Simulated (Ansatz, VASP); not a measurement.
This is a calculation of Sc for VASP 6.6.1.

File INCAR:

```
SYSTEM = Sc
ALGO = Normal
EDIFF = 1E-6
ENCUT = 520
GGA = PS
ISIF = 2
ISMEAR = -1
LASPH = .True.
LCHARG = .False.
LREAL = .False.
LWAVE = .False.
NBANDS = 18
NELM = 60
PREC = Accurate
SIGMA = 0.05
```

Contents of KPOINTS:

```
k-points
0
Gamma
  9 9 5
  0 0 0
```

The input POSCAR:

```
Sc
1.0
    3.3309145459      0.0000000000      0.0000000000
   -1.6654572730      2.8846566146      0.0000000000
    0.0000000000      0.0000000000      5.3082235343
Sc
2
Direct
    0.6666666667      0.3333333333      0.7500000000
    0.3333333333      0.6666666667      0.2500000000
```

Potentials or basis: VASP PAW PBE potentials, release 64 (Sc_sv).

Run with:

```console
$ cat potpaw_PBE.64/Sc_sv/POTCAR > POTCAR
$ mpirun -np 1 vasp_std > vasp.out
```

Task: Translate it to Ansatz 0.2.0. Potentials there: JTH PAW.

Result: As run (the cutoff follows the program's own potentials):

input.yaml

```yaml
crystal:
  lattice:
    - [3.3309145459, 0.0, 0.0]
    - [-1.665457273, 2.8846566146, 0.0]
    - [0.0, 0.0, 5.3082235343]
  atoms:
    - { symbol: Sc, position: [0.6666666667, 0.3333333333, 0.75] }
    - { symbol: Sc, position: [0.3333333333, 0.6666666667, 0.25] }
hamiltonian:
  xc: pbesol
  pseudopotentials: { kind: paw, source: jth, xc_functional: pbe }
kpoints:
  mp_grid: { grid: [9, 9, 5] }
scf:
  occupations: { method: fermi_dirac, width: 0.05 }
output:
  forces: true
  stress: true
  eigenvalues: true
```

Potentials or basis: JTH PAW.

Command:

```sh
$ ansatz run input.yaml --threads 2 --pin off --max-ram 5632MiB --backend cpu --events-out ev --progress --plain --runs-dir out
```

Both were run:

|  | VASP | Ansatz | Ansatz less VASP |
| --- | --- | --- | --- |
| gap on the k mesh at the Fermi level (eV) | none | none | - |
| pressure (GPa) | -3.7 | -3.7 | +0.01 |
| traceless stress, the component that is largest in VASP (GPa) | -0.99 | -0.99 | +0.001 |

VASP's potentials were made for PBE, not for PBEsol. A gap of «none» marks a metal or a gap that the smearing closes. With one functional, cell and mesh, what is left measures potentials, basis and numerics.
